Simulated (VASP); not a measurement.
# SiNi in VASP: notebook, part 2 of 2

VASP 6.6.1.

## 5. Single point, PBE

INCAR reads:

```
PREC = Accurate
ENCUT = 520
EDIFF = 1E-7
ISMEAR = -1
SIGMA = 0.05
LREAL = Auto
LASPH = T
NELM = 100
ALGO = Normal
ISIF = 2
LWAVE = F
LCHARG = F
GGA = PE
NBANDS = 86
ISYM = 0
```

KPOINTS reads:

```
Automatic mesh
0
Gamma
  1 1 1
  0.25 0.25 0.25
```

POSCAR reads:

```
SiNi
1.0
    6.4002940000      0.0757740000      0.0022980000
    0.0757740000      6.4122190000      0.0415250000
    0.0022980000      0.0415250000      6.5625770000
Si Ni
10 10
Direct
   -0.0308785637      0.5810801797      0.2628879790
    0.7767575436      0.9064958000      0.5380946803
    0.0944115697      0.0671896526      0.7941550997
    0.7888117084      0.5813993156      0.7463899782
    0.4307671256      0.6845618566      0.3032030963
    0.1720172228      0.1905536552      0.2137459056
    0.1651742570      0.6695464508      0.7201833233
    0.3855505766      0.2736503645      0.5619560233
    0.7129064026      0.3166456997      0.0878665543
    0.6085341504      0.8998778200      0.9374179018
    0.2261122281      0.8536192026      1.0566237709
    0.1626728743      0.8684305492      0.4283385321
    0.6709104390      0.4493048959      0.4248535083
    0.7104600883      0.1935446512      0.7240676065
    0.8651364893      0.9761446912      0.1891778958
    0.0394881086      0.3528504161      0.5511784689
    0.3949194475      0.1881742179      0.9576659505
    0.5344230620      0.0672674576      0.3112090898
    0.4586758170      0.5630294312      0.9290375055
    0.0582761713      0.4187008572      0.9528859666
```

Potentials or basis: VASP PAW PBE potentials, release 64 (Si, Ni).

Started as:

```bash
> cat potpaw_PBE.64/Si/POTCAR potpaw_PBE.64/Ni/POTCAR > POTCAR
> mpirun -np 1 vasp_std > vasp.out
```

OUTCAR:

```text
PREC = Accurate
   ENCUT = 520
   EDIFF = 1E-7
   ISMEAR = -1
   LREAL = Auto
   LASPH = T
   NELM = 100
   ISIF = 2
   GGA = PE
   ISYM = 0

 ion  position               nearest neighbor table
   1  0.969  0.581  0.263-  13 2.35  20 2.36  16 2.41  12 2.50  15 2.64   9 2.66  11 2.77   6 2.82
                             2 3.02   5 3.06
   2  0.777  0.906  0.538-  14 2.25  18 2.36  15 2.40   4 2.48  12 2.58  10 2.83   3 2.86   1 3.02
                             5 3.08   7 3.11
   3  0.094  0.067  0.794-  11 2.33  17 2.36  16 2.43  20 2.50  14 2.61   7 2.63   8 2.76  12 2.76
                             2 2.86   6 2.92  15 3.03
   4  0.789  0.581  0.746-  20 2.40  13 2.41  19 2.43   2 2.48   7 2.49  16 2.51  14 2.55  10 2.65
                             9 2.84
   5  0.431  0.685  0.303-  12 2.22  13 2.27  11 2.32  18 2.56  19 2.59  10 2.99   1 3.06   2 3.08
                             8 3.14
   6  0.172  0.191  0.214-  17 2.20  20 2.34  11 2.42  15 2.43  12 2.49  18 2.51  16 2.59   8 2.73
                             1 2.82   3 2.92   9 3.14
   7  0.165  0.670  0.720-  12 2.29  20 2.32  19 2.41  16 2.48   4 2.49  11 2.55   3 2.63   8 3.07
                             2 3.11
[... 195 lines left out ...]
      3      -1.0784      2.00000
      4      -0.6908      2.00000
      5       0.0955      2.00000
      6       0.4353      2.00000
[... 74 lines left out ...]
     81      11.3539      0.00000
     82      11.6478      0.00000
 [bands above 82 left out]

------------------------ aborting loop because EDIFF is reached ----------------------------------------

  FORCE on cell =-STRESS in cart. coord.  units (eV):
  Direction    XX          YY          ZZ          XY          YZ          ZX
  --------------------------------------------------------------------------------------
  -------------------------------------------------------------------------------------
  Total       -8.8497512    -11.9412353    -15.8141118    -11.3652062     -8.6562776     -9.5107265
  in kB      -52.6547501    -71.0486368    -94.0916965    -67.6213461    -51.5036100    -56.5874584
  external PRESSURE =     -72.5983611 kB  Pullay stress =       0.0000000 kB

 VOLUME and BASIS-vectors are now :
 -----------------------------------------------------------------------------
  energy-cutoff  :      520.00
  volume of cell :      269.28
      direct lattice vectors                 reciprocal lattice vectors
     6.400294000  0.075774000  0.002298000     0.156264697 -0.001846321 -0.000043036
     0.075774000  6.412219000  0.041525000    -0.001846321  0.155980459 -0.000986327
     0.002298000  0.041525000  6.562577000    -0.000043036 -0.000986327  0.152385421

 POSITION                                       TOTAL-FORCE (eV/Angst)
 -----------------------------------------------------------------------------------
      6.24730      3.81036      1.75158         0.204189      0.287439     -0.162823
      5.04140      5.89385      3.57071         0.649450     -0.119248     -0.581043
      0.61118      0.47097      5.21471        -0.488915      0.480000     -0.332855
      5.09440      3.81883      4.92420        -0.517847     -0.454134      0.382296
      2.80961      4.43479      2.01921         0.693940      0.002172     -0.155111
      1.11589      1.24378      1.41103        -0.485540     -0.110821      0.930858
[... 12 lines left out ...]
      2.98046      3.68360      6.12131         0.635614      0.217140     -0.108671
      0.40690      2.72879      6.27091        -0.365854      0.096471      0.098454
 -----------------------------------------------------------------------------------
    total drift:                               -0.000494     -0.002466     -0.004567

  FREE ENERGIE OF THE ION-ELECTRON SYSTEM (eV)
  ---------------------------------------------------
  free  energy   TOTEN  =      -114.0329084934 eV

  energy  without entropy=     -114.0172577789  energy(sigma->0) =     -114.02508314
```

OSZICAR:

```text
N       E                     dE             d eps       ncg     rms          rms(c)
DAV:   1     0.104357058687E+04    0.10436E+04   -0.58765E+04   172   0.187E+03
DAV:   2    -0.697227109229E+01   -0.10505E+04   -0.10166E+04   172   0.419E+02
DAV:   3    -0.121253554213E+03   -0.11428E+03   -0.10673E+03   178   0.161E+02
[... 18 lines left out ...]
DAV:  22    -0.114032909166E+03   -0.44381E-06   -0.55008E-06   248   0.331E-02    0.750E-03
DAV:  23    -0.114032908907E+03    0.25943E-06   -0.18784E-06   224   0.243E-02    0.259E-03
DAV:  24    -0.114032908640E+03    0.26714E-06   -0.29029E-07   120   0.641E-03    0.133E-03
DAV:  25    -0.114032908512E+03    0.12785E-06   -0.12500E-07   104   0.367E-03    0.102E-03
DAV:  26    -0.114032908493E+03    0.18454E-07   -0.72591E-08   104   0.369E-03
   1 F= -.11403291E+03 E0= -.11402508E+03  d E =-.156507E-01
```

stdout:

```text
POSCAR found type information on POSCAR SiNi
 POSCAR found :  2 types and      20 ions
 scaLAPACK will be used
 LDA part: xc-table for (Slater+PW92), standard interpolation
 POSCAR, INCAR and KPOINTS ok, starting setup
 FFT: planning ... GRIDC
 FFT: planning ... GRID_SOFT
 FFT: planning ... GRID
 WAVECAR not read
 entering main loop
```

It took 2.5 min on 1 thread of AMD EPYC 7R43 (Zen 3), shared host; peak memory 0.28 GiB.

What came out:

```yaml
Free_energy: -114.0329 eV
Pressure: -7.3 GPa
Largest_force: 1.092 eV/Å
Band_gap_on_the_k_mesh: 0.42 eV
```

Forces in eV/Å, atoms in the order of the input:
```
Si   0.204  0.287 -0.163
Si   0.649 -0.119 -0.581
Si  -0.489  0.480 -0.333
Si  -0.518 -0.454  0.382
Si   0.694  0.002 -0.155
Si  -0.486 -0.111  0.931
Si   0.487  0.041 -0.127
Si  -0.156  0.046  0.527
Si   0.463 -0.017  0.142
Si  -0.121 -0.027  0.408
Ni  -0.467 -0.209 -0.610
Ni  -0.697  0.544  0.640
Ni  -0.228  0.155 -0.416
Ni  -0.033  0.015  0.506
Ni   0.621 -0.364 -0.043
Ni   0.356 -0.345 -0.302
Ni   0.181 -0.107 -0.705
Ni  -0.731 -0.131 -0.091
Ni   0.636  0.217 -0.109
Ni  -0.366  0.096  0.098
```

Stress tensor (GPa, compression positive):
```
-5.27 -6.76 -5.66
-6.76 -7.10 -5.15
-5.66 -5.15 -9.41
```

Levels at points of the mesh, in eV from the valence-band top:
| k point | band 68 | band 69 | band 70 | band 71 | band 72 | band 73 |
| --- | --- | --- | --- | --- | --- | --- |
| (0.25, 0.25, 0.25) | -0.36 | -0.15 | 0.00 | 0.42 | 0.82 | 0.91 |

Caveat: the k points lie up to 0.98 Å⁻¹ apart.
